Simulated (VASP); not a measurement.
Crystal: Tc.

```
Tc
1.0
     2.74000    0.00000    0.00000
    -1.37000    2.37291    0.00000
     0.00000    0.00000    4.39800
Tc
2
Direct
  0.33333 0.66667 0.25000
  0.66667 0.33333 0.75000
```

| Quantity | Value |
| --- | --- |
| Program | VASP 6.6.1 |
| Task | relaxation of cell and atoms |
| Functional | LDA |
| Potentials or basis | VASP PAW LDA potentials, release 64 (Tc_pv) |
| Cutoff | 600 eV |
| k mesh | 9 × 9 × 5 |
| Occupations | methfessel-paxton, width 0.05 eV |
| Spin | no spin polarisation |

At the start: pressure -11.4 GPa; volume 14.30 Å³/atom.

Question: Where does the relaxation end?

Answer: Over 4 steps the energy falls by 18.6 meV/atom and the volume is 13.79 Å³/atom (-3.5 %); space group P6_3/mmc (No. 194, to 0.05 Å).

Step by step:
```tsv
step	energy change (eV)	largest force (eV/Å)	pressure (GPa)	volume (Å³)
1	0.0000	0.0000	-11.37	28.59
2	0.3861	0.0000	50.44	24.60
3	-0.0371	0.0000	-0.67	27.63
4	-0.0372	0.0000	-0.10	27.58
```

Final structure:
```
Tc
1.0
     2.70738    0.00000    0.00000
    -1.35369    2.34466    0.00000
     0.00000    0.00000    4.34527
Tc
2
Direct
  0.33333 0.66667 0.25000
  0.66667 0.33333 0.75000
```
